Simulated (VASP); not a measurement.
Set up this calculation in VASP 6.6.1, as the native input.

```yaml
Task: relaxation of cell and atoms
Functional: PBEsol
Potentials_or_basis: VASP PAW PBE potentials, release 64 (Cu)
Cutoff: 600 eV
k_mesh: 10 × 10 × 10
Occupations: gaussian, width 0.1 eV
Spin: no spin polarisation
Dipole_correction: no
Further_INCAR_settings: ALGO = Normal; EDIFF = 1e-06; IBRION = 2; EDIFFG = -0.02; NSW = 80; ISIF = 3
```

The structure of Cu lies in POSCAR:

```
Cu
1.0
    2.5561910000      0.0000000000      0.0000000000
    1.2780955000      2.2137263429      0.0000000000
    1.2780955000      0.7379087810      2.0871212117
Cu
1
Direct
    0.0000000000      0.0000000000      0.0000000000
```

The input as run:

INCAR

```
ALGO = Normal ; EDIFF = 1E-6
EDIFFG = -0.02 ; ENCUT = 600
GGA = PS ; IBRION = 2
ISIF = 3 ; ISMEAR = 0
LASPH = T ; LCHARG = F
LREAL = F ; LWAVE = F
NELM = 100 ; NSW = 80
PREC = Accurate ; SIGMA = 0.1
```

KPOINTS

```
k-points
0
Gamma
  10 10 10
```

Potentials or basis: VASP PAW PBE potentials, release 64 (Cu).

Command:

```bash
$ cat potpaw_PBE.64/Cu/POTCAR > POTCAR
$ mpirun -np 1 vasp_std > vasp.out
```

Results of the run:

```json
{
  "Relaxed volume": "11.37 Å³/atom",
  "Relaxed cell": "a = 2.524 Å, b = 2.524 Å, c = 2.524 Å, α = 60.00°, β = 60.00°, γ = 60.00°",
  "Space group after relaxing (to 0.05 Å)": "Fm-3m (No. 225)",
  "Energy gained by relaxing": "8.1 meV/atom",
  "Ionic steps": "3",
  "Pressure after relaxing": "0.0 GPa"
}
```

Caveat: the PAW data sets were made with another functional, which shifts forces and pressure a little.

Wall time 16 s on 1 thread of Intel(R) Xeon(R) Platinum 8375C CPU @ 2.90GHz (Ice Lake), on a shared host, peak memory 0.12 GiB.
